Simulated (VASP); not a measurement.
Wanted: the native input for a VASP 6.6.1 run.

```
Task                   : single point
Functional             : PBE
Dispersion             : D3(BJ)
Potentials or basis    : VASP PAW PBE potentials, release 64 (W_sv, C, Si)
Cutoff                 : 520 eV
k mesh                 : 4 × 4 × 1
Occupations            : fermi-dirac, width 0.1 eV
Spin                   : no spin polarisation
Dipole correction      : no
Further INCAR settings : LREAL = Auto; ALGO = Normal; EDIFF = 1e-06; NBANDS = 88
```

The structure of SiW8C8 lies in POSCAR:

```
SiW8C8
1.0
    5.6981000000      0.0000000000      0.0000000000
   -2.8490500000      4.9346990000      0.0000000000
    0.0000000000      0.0000000000     15.1955600000
W C Si
8 8 1
Direct
    0.0000000000      0.0000000000      0.0658086968
    0.0015795742      0.0032265392      0.2485485234
    0.0000000507      0.5000001013      0.0658086968
    0.0011286053      0.5050907867      0.2564351692
    0.5000000000      0.0000000000      0.0658086968
    0.5028622292      0.0057827235      0.2566160773
    0.5000000507      0.5000001013      0.0658086968
    0.5039268930      0.5051272631      0.2564071347
    0.3367242905      0.1691081867      0.1536146085
    0.3246574537      0.1635238542      0.3375081274
    0.3340601104      0.6680798565      0.1549667798
    0.3338233208      0.6681250467      0.3321079315
    0.8323974585      0.1691128476      0.1536032236
    0.8384657269      0.1634136145      0.3375632751
    0.8332827091      0.6665204909      0.1536928550
    0.8449268058      0.6903264009      0.3368494481
    0.0419225514      0.0841402890      0.4139835584
```

One way to write it, as run:

INCAR

```
SYSTEM = SiW8C8
PREC = Accurate
ENCUT = 520
EDIFF = 1E-6
ISMEAR = -1
SIGMA = 0.1
LREAL = Auto
LASPH = .True.
NELM = 100
ALGO = Normal
ISIF = 2
LWAVE = .False.
LCHARG = .False.
GGA = PE
IVDW = 12
NBANDS = 88
```

KPOINTS

```
Automatic mesh
0
Gamma
  4 4 1
  0 0 0
```

Potentials or basis: VASP PAW PBE potentials, release 64 (W_sv, C, Si).

The run is started by

```sh
$ cat potpaw_PBE.64/W_sv/POTCAR potpaw_PBE.64/C/POTCAR potpaw_PBE.64/Si/POTCAR > POTCAR
$ mpirun -np 1 vasp_std > vasp.out
```

It gave:

```json
{"Largest force": "1.769 eV/Å", "Band gap on the k mesh": "zero (bands 74 and 75 overlap by 0.91 eV)", "Dispersion energy per atom": "-0.303 eV"}
```

Caveat: there is no dipole correction, which matters where the two faces differ; spin-orbit coupling is left out, which moves the levels of the heavy elements.

Wall time 27 min on 1 thread of Intel Xeon 8259CL, with other jobs on the host, peak memory 0.6 GiB.
